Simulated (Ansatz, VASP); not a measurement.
# MoS2 in VASP and in Ansatz

INCAR

```
PREC = Accurate
ENCUT = 520
EDIFF = 1E-7
ISMEAR = 0
SIGMA = 0.1
LREAL = F
LASPH = T
NELM = 80
ALGO = Fast
ISIF = 2
LWAVE = F
LCHARG = T
LDIPOL = T
IDIPOL = 3
DIPOL = 0.5 0.5 0.390
GGA = PE
IVDW = 12
LELF = T
LVHAR = T
LVACPOTAV = T
NBANDS = 35
```

Contents of KPOINTS:

```
regular mesh
0
Gamma
  12 12 1
```

The input POSCAR:

```
MoS2
1.0
    3.1346592763      0.0000000000      0.0000000000
   -1.5673296382      2.7146945655      0.0000000000
    0.0000000000      0.0000000000     23.9375766064
S Mo
4 2
Direct
    0.0000000000      0.0000000000      0.1879889545
    0.3333333333      0.6666666667      0.3224548763
    0.5000000000      1.3333333333      0.4578069235
    0.8333333333      2.0000000000      0.5922728453
    0.6666666667      0.3333333333      0.2552219154
    1.1666666667      1.6666666667      0.5250398844
```

Input for Ansatz:

```yaml
crystal:
  lattice:
    - [3.1346592763, 0.0, 0.0]
    - [-1.5673296382, 2.7146945655, 0.0]
    - [0.0, 0.0, 23.9375766064]
  atoms:
    - { symbol: S, position: [0.0, 0.0, 0.1879889545] }
    - { symbol: Mo, position: [0.6666666667, 0.3333333333, 0.2552219154] }
    - { symbol: S, position: [0.3333333333, 0.6666666667, 0.3224548763] }
    - { symbol: S, position: [0.5, 1.3333333333, 0.4578069235] }
    - { symbol: Mo, position: [1.1666666667, 1.6666666667, 0.5250398844] }
    - { symbol: S, position: [0.8333333333, 2.0, 0.5922728453] }
basis:
  ecutwfc: 420
kpoints:
  mp_grid: { grid: [12, 12, 1] }
hamiltonian:
  xc: pbe
  pseudopotentials: { kind: paw, azcp: { folder: soft_1 } }
  dispersion: d3bj
scf:
  occupations: { method: gaussian, width: 0.1 }
output:
  forces: true
  eigenvalues: true
efield:
  axis: 3
  dipole_correction: true
  ramp_width: 0.04
```

Alike in both runs: task single point; functional PBE; dispersion D3(BJ); k mesh 12 × 12 × 1; occupations gaussian, width 0.1 eV; no spin polarisation.

|  | VASP | Ansatz |
| --- | --- | --- |
| version | VASP 6.6.1 | Ansatz 0.2.0 |
| potentials or method | VASP PAW PBE potentials, release 64 (S, Mo_sv), cutoff 520 eV | scalar-relativistic, plane waves, PAW |
| valence electrons in the cell | 52 | 52 |

VASP gave:

| Item | Value |
| --- | --- |
| gap on the k mesh at the Fermi level (eV) | none |
| rms of the force components (eV/Å) | 0.028 |
| work function, face that differs most (eV) | 5.08 |

Q: Which values does Ansatz return?

A: gap on the k mesh at the Fermi level (eV): none; rms of the force components (eV/Å): 0.029; work function, face that differs most (eV): 5.11.

A gap of «none» marks a metal or a gap that the smearing closes.
